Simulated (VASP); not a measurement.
Input of a VASP 6.6.1 run:

INCAR

```
PREC = Accurate
ENCUT = 1300
EDIFF = 1E-6
ISMEAR = -1
SIGMA = 0.08
LREAL = F
LASPH = T
NELM = 120
ALGO = Normal
ISIF = 2
LWAVE = F
LCHARG = F
NBANDS = 11
GGA_COMPAT = F
```

Contents of KPOINTS:

```
Automatic mesh
0
Gamma
  20 20 20
```

File POSCAR:

```
C
1.0
    0.0000000000      1.7658694851      1.7658694851
    1.7658694851      0.0000000000      1.7658694851
    1.7658694851      1.7658694851      0.0000000000
C
2
Direct
   -0.1250000000     -0.1250000000     -0.1250000000
    0.1250000000      0.1250000000      0.1250000000
```

Potentials or basis: VASP PAW LDA potentials, release 64 (C_h).

Command:

```console
$ cat potpaw_LDA.64/C_h/POTCAR > POTCAR
$ mpirun -np 1 vasp_std > vasp.out
```

What does it give for the pressure?

0.9 GPa.

Estimate the band gap on the k mesh.

4.18 eV (least direct gap 5.63 eV).

A k mesh can miss the band edges.
